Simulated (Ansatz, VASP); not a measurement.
## Two plane-wave programs on CdTe

The input INCAR:

```
PREC = Accurate
ENCUT = 520
EDIFF = 1E-6
ISMEAR = 0
SIGMA = 0.05
LREAL = F
LASPH = T
NELM = 60
ALGO = Normal
ISIF = 2
LWAVE = F
LCHARG = T
GGA = CA
LELF = T
LVHAR = T
NBANDS = 16
```

Contents of KPOINTS:

```
Automatic mesh
0
Gamma
  8 8 8
```

Contents of POSCAR:

```
CdTe
1.0
    0.0000000000      3.4405198116      3.1747898972
    3.1747898972      0.0000000000      3.1747898972
    3.1747898972      3.4405198116      0.0000000000
Cd Te
1 1
Direct
    0.0000000000      0.0000000000      0.0000000000
    0.7500000000      0.7500000000      0.7500000000
```

Input for Ansatz:

```yaml
crystal:
  lattice:
    - [0.0, 3.4405198116, 3.1747898972]
    - [3.1747898972, 0.0, 3.1747898972]
    - [3.1747898972, 3.4405198116, 0.0]
  atoms:
    - { symbol: Cd, position: [0.0, 0.0, 0.0] }
    - { symbol: Te, position: [0.75, 0.75, 0.75] }
basis:
  ecutwfc: 420
kpoints:
  mp_grid: { grid: [8, 8, 8] }
hamiltonian:
  xc: lda
  pseudopotentials: { kind: paw }
scf:
  occupations: { method: gaussian, width: 0.05 }
output:
  forces: true
  stress: true
  eigenvalues: true
```

Alike in both runs: task single point; functional LDA; k mesh 8 × 8 × 8; occupations gaussian, width 0.05 eV; no spin polarisation.

|  | VASP | Ansatz |
| --- | --- | --- |
| version | VASP 6.6.1 | Ansatz 0.2.0 |
| potentials or method | VASP PAW LDA potentials, release 64 (Cd, Te), cutoff 520 eV | scalar-relativistic, plane waves, PAW |
| valence electrons in the cell | 18 | 36 |

```tsv
	VASP	Ansatz	Ansatz less VASP
gap on the k mesh at the Fermi level (eV)	0.37	0.33	-0.039
least direct gap on the mesh (eV)	0.37	0.33	-0.039
pressure (GPa)	-2.0	-2.2	-0.22
traceless stress, the component that is largest in VASP (GPa)	-1.21	-1.22	-0.010
```

LDA's correlation is that of Perdew and Zunger in VASP and of Perdew and Wang (1992) in Ansatz. VASP's potentials hold 18 valence electrons a cell and Ansatz's 36, so a difference there can come from the potentials and not from the codes.

Spin-orbit coupling is off throughout.
